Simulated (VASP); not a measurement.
Input of a VASP 6.6.1 run:

The input INCAR:

```
SYSTEM = Pt
PREC     = Accurate       ! precision mode
ENCUT    = 520            ! plane-wave cutoff, eV
EDIFF    = 1E-6           ! SCF threshold, eV
ISMEAR   = -1             ! smearing method
SIGMA    = 0.05           ! smearing width, eV
LREAL    = .False.        ! projectors in reciprocal space
LASPH    = .True.         ! aspherical terms in the spheres
NELM     = 80             ! most SCF steps
ALGO     = Normal         ! electronic algorithm
ISIF     = 2              ! what is computed and relaxed
LWAVE    = .False.        ! write WAVECAR
LCHARG   = .False.        ! write CHGCAR
GGA      = PS             ! functional
NBANDS   = 17             ! bands
```

Contents of KPOINTS:

```
regular mesh
0
Gamma
  17 17 10
  0 0 0
```

File POSCAR:

```
Pt
1.0
    2.5072911154      0.0000000000      0.0000000000
   -1.2536455577      2.1713778006      0.0000000000
    0.0000000000      0.0000000000      4.2259083090
Pt
2
Direct
    0.3333333333      0.6666666667      0.2500000000
    0.6666666667      0.3333333333      0.7500000000
```

Potentials or basis: VASP PAW PBE potentials, release 64 (Pt).

The run is started by

```bash
$ cat potpaw_PBE.64/Pt/POTCAR > POTCAR
$ mpirun -np 1 vasp_std > vasp.out
```

(1) Predict the pressure.

(2) What does it give for the band gap on the k mesh?

Answers

(1) 159.3 GPa.

(2) zero (bands 10 and 11 overlap by 2.10 eV).

Caveat: the cell stands under pressure; the PAW data sets were made with another functional, which shifts forces and pressure a little; spin-orbit coupling is left out, which moves the levels of the heavy elements.
